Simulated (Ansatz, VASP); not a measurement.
## One calculation of Ta8HN8, two programs

```
CELL_PARAMETERS angstrom
0.00000 4.41727 -4.41727
4.41727 4.41727 0.00000
4.41727 0.00000 -4.41727
ATOMIC_POSITIONS crystal
Ta 0.25898 0.75794 0.25881
Ta 0.25895 0.22374 0.25880
Ta 0.72471 0.75796 0.25882
Ta 0.75616 0.25515 0.23298
Ta 0.25898 0.75795 0.72456
Ta 0.23313 0.25516 0.75600
Ta 0.75613 0.73220 0.75598
Ta 0.75616 0.25515 0.75600
N 0.97511 0.00785 0.50867
N 0.01221 0.51124 0.46478
N 0.50882 0.00788 0.50867
N 0.50885 0.47407 0.50869
N 0.01222 0.96394 0.01206
N 0.01221 0.51125 0.01205
N 0.50882 0.00786 0.97495
N 0.46494 0.51123 0.01206
H 0.87539 0.37443 0.87523
```

Alike in both runs: functional PBE; k mesh 5 × 5 × 5; occupations gaussian, width 0.1 eV; no spin polarisation.

Ansatz relaxed the structure, and its values are those at the end. VASP's run is a single point on that final structure, the one shown.

|  | VASP | Ansatz |
| --- | --- | --- |
| version | VASP 6.6.1 | Ansatz 0.2.0 |
| potentials or method | VASP PAW PBE potentials, release 64 (Ta_pv, N, H), cutoff 520 eV | scalar-relativistic, plane waves, PAW |
| valence electrons in the cell | 129 | 145 |

```tsv
	VASP	Ansatz	Ansatz less VASP
gap on the k mesh at the Fermi level (eV)	none	none	-
rms of the force components (eV/Å)	0.008	0.004	-0.0035
```

A gap of «none» marks a metal or a gap that the smearing closes. VASP's potentials hold 129 valence electrons a cell and Ansatz's 145, so a difference there can come from the potentials and not from the codes.

Spin-orbit coupling is off throughout.
